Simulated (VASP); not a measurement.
Input of a VASP 6.6.1 run:

INCAR

```
PREC = Accurate
ENCUT = 500
EDIFF = 1E-6
ISMEAR = 0
SIGMA = 0.1
LREAL = False
LASPH = True
NELM = 120
ALGO = Normal
ISIF = 2
LWAVE = False
LCHARG = False
GGA = PE
NBANDS = 18
GGA_COMPAT = False
```

Contents of KPOINTS:

```
Automatic mesh
0
Gamma
  18 18 12
```

File POSCAR:

```
Au
1.0
    2.0373691177      2.0373691177      0.0000000000
   -2.0373691177      2.0373691177      0.0000000000
    0.0000000000      0.0000000000      4.0747382355
Au
2
Direct
    0.0000000000      0.0000000000      0.0000000000
    0.5000000000      0.5000000000      0.5000000000
```

Potentials or basis: VASP PAW PBE potentials, release 64 (Au).

The run is started by

```sh
$ cat potpaw_PBE.64/Au/POTCAR > POTCAR
$ mpirun -np 1 vasp_std > vasp.out
```

What does it give for the pressure?

9.8 GPa.

Estimate the band gap on the k mesh.

zero (bands 11 and 12 overlap by 7.46 eV).

Caveat: the cell differs from its parent crystal (equal strain along all axes, cell held: -2.0 %); the cell stands under pressure; spin-orbit coupling is left out, which moves the levels of the heavy elements.
